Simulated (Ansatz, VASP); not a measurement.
**TiN in VASP and in Ansatz**

The input INCAR:

```
PREC     = Accurate       # precision mode
ENCUT    = 520            # plane-wave cutoff, eV
EDIFF    = 1E-8           # SCF threshold, eV
ISMEAR   = -1             # smearing method
SIGMA    = 0.05           # smearing width, eV
LREAL    = F              # projectors in reciprocal space
LASPH    = T              # aspherical terms in the spheres
NELM     = 120            # most SCF steps
ALGO     = Normal         # electronic algorithm
ISIF     = 2              # what is computed and relaxed
LWAVE    = F              # write WAVECAR
LCHARG   = F              # write CHGCAR
GGA      = PS             # functional
LEFG     = T            
NBANDS   = 16             # bands
GGA_COMPAT= F
```

The input KPOINTS:

```
Automatic mesh
0
Gamma
  13 13 13
```

Contents of POSCAR:

```
TiN
1.0
    0.0000000000      2.1149029570      2.1149029570
    2.1149029570      0.0000000000      2.1149029570
    2.1149029570      2.1149029570      0.0000000000
Ti N
1 1
Direct
    0.0000000000      0.0000000000      0.0000000000
    0.5000000000      0.5000000000      0.5000000000
```

Input for Ansatz:

```yaml
crystal:
  lattice:
    - [0.0, 2.114902957, 2.114902957]
    - [2.114902957, 0.0, 2.114902957]
    - [2.114902957, 2.114902957, 0.0]
  atoms:
    - { symbol: Ti, position: [0.0, 0.0, 0.0] }
    - { symbol: "N", position: [0.5, 0.5, 0.5] }
kpoints:
  mp_grid: { grid: [13, 13, 13] }
scf:
  occupations: { method: fermi_dirac, width: 0.05 }
hamiltonian:
  xc: pbesol
  pseudopotentials: { kind: all_electron, datasets: crystal }
output:
  forces: true
  stress: true
  eigenvalues: true
  efg: { contact_densities: true }
```

Change from the starting cell: volume scaled by 0.99, crystal datasets.

Alike in both runs: task electric field gradients; functional PBEsol; k mesh 13 × 13 × 13; occupations fermi-dirac, width 0.05 eV; no spin polarisation.

|  | VASP | Ansatz |
| --- | --- | --- |
| version | VASP 6.6.1 | Ansatz 0.2.0 |
| potentials or method | VASP PAW PBE potentials, release 64 (Ti_sv, N), cutoff 520 eV | all-electron PAW with datasets made for the crystal, scalar-relativistic |

|  | VASP | Ansatz | Ansatz less VASP |
| --- | --- | --- | --- |
| pressure (GPa) | -4.8 | -5.3 | -0.49 |

VASP's potentials were made for PBE, not for PBEsol. Ansatz ran all-electron here, and VASP with PAW potentials.
